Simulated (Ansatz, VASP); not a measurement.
# Two plane-wave programs on Cs2AgBiBr6

```
CELL_PARAMETERS angstrom
0.00000 5.67270 5.67270
5.67270 0.00000 5.67270
5.67270 5.67270 0.00000
ATOMIC_POSITIONS crystal
Cs 0.25000 0.25000 0.25000
Cs 0.75000 0.75000 0.75000
Ag 0.00000 0.00000 0.00000
Bi 0.50000 0.50000 0.50000
Br 0.24817 0.75183 0.75183
Br 0.24817 0.75183 0.24817
Br 0.75183 0.24817 0.75183
Br 0.75183 0.24817 0.24817
Br 0.75183 0.75183 0.24817
Br 0.24817 0.24817 0.75183
```

Alike in both runs: task single point; functional PBE; k mesh 4 × 4 × 4; no spin polarisation.

|  | VASP | Ansatz |
| --- | --- | --- |
| version | VASP 6.6.1 | Ansatz 0.2.0 |
| potentials or method | VASP PAW PBE potentials, release 64 (Cs_sv, Ag, Bi_d, Br) | plane waves, PAW |
| plane-wave cutoff (eV) | 520 | 420 |
| occupations | gaussian, width 0.01 eV | fixed |
| valence electrons in the cell | 86 | 94 |

|  | VASP | Ansatz | Ansatz less VASP |
| --- | --- | --- | --- |
| gap on the k mesh at the Fermi level (eV) | 1.28 | 1.28 | -0.005 |
| pressure (GPa) | 0.8 | 0.8 | 0.00 |
| rms of the force components (eV/Å) | 0.028 | 0.026 | -0.0015 |

Atom by atom the forces differ by 0.002 eV/Å (rms over components). VASP's potentials hold 86 valence electrons a cell and Ansatz's 94, so a difference there can come from the potentials and not from the codes.

Neither program's run includes spin-orbit coupling.
